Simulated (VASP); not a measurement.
## Te2Mo: relaxation of cell and atoms with PBE

System: Te2Mo, a slab with vacuum.

```
Te Mo
1.0
     3.56023    0.00000    0.00000
    -1.78012    3.08325    0.00000
     0.00000    0.00000   17.52406
Te Mo
2 1
Direct
  0.33333 0.66667 0.89786
  0.33333 0.66667 0.10214
  0.00000 0.00000 0.00000
```

```yaml
Program: VASP 6.6.1
Task: relaxation of cell and atoms
Functional: PBE
Potentials_or_basis: VASP PAW PBE potentials, release 64 (Te, Mo_sv)
Cutoff: 600 eV
k_mesh: 9 × 9 × 2
Occupations: gaussian, width 0.02 eV
Spin: no spin polarisation
Dipole_correction: no
Further_INCAR_settings: ALGO = Normal; EDIFF = 1e-07; IBRION = 2; EDIFFG = -0.005; NSW = 100; ISIF = 3
```

```json
{
  "Relaxed cell": "a = 3.553 Å, b = 3.553 Å, c = 17.648 Å, α = 90.00°, β = 90.00°, γ = 120.00°",
  "Space group after relaxing (to 0.1 Å)": "P-6m2 (No. 187)",
  "Energy gained by relaxing": "1.3 meV/atom",
  "Ionic steps": "5",
  "Largest force after relaxing": "0.004 eV/Å",
  "Band gap on the k mesh": "1.08 eV"
}
```

Forces on the atoms (eV/Å):
```
Te   0.000  0.000 -0.004
Te   0.000  0.000  0.004
Mo   0.000  0.000  0.000
```

The path:
| step | energy change (eV) | largest force (eV/Å) | pressure (GPa) | volume (Å³) |
| --- | --- | --- | --- | --- |
| 1 | 0.0000 | 0.2304 | 0.32 | 192.36 |
| 2 | 0.0034 | 0.2706 | -0.64 | 195.89 |
| 3 | -0.0033 | 0.0179 | -0.09 | 193.80 |
| 4 | -0.0040 | 0.0057 | -0.02 | 193.12 |
| 5 | -0.0040 | 0.0035 | 0.00 | 193.00 |

Final structure:
```
Te Mo
1.0
     3.55350    0.00000    0.00000
    -1.77675    3.07742    0.00000
     0.00000    0.00000   17.64842
Te Mo
2 1
Cartesian
  0.0000 2.0516 15.8393
  0.0000 2.0516 1.8091
  0.0000 0.0000 0.0000
```

Levels at points of the mesh, in eV from the valence-band top:
| k point | band 11 | band 12 | band 13 | band 14 | band 15 | band 16 |
| --- | --- | --- | --- | --- | --- | --- |
| (0.00, 0.00, 0.00) | -0.87 | -0.87 | -0.45 | 3.05 | 3.05 | 3.32 |
| (0.00, 0.00, 0.50) | -0.87 | -0.87 | -0.45 | 3.05 | 3.05 | 3.32 |

Run time: 11 min on 1 thread of Intel Xeon 8259CL, on a shared host, peak memory 0.4 GiB.

Caveat: spin-orbit coupling is left out, which moves the levels of the heavy elements.
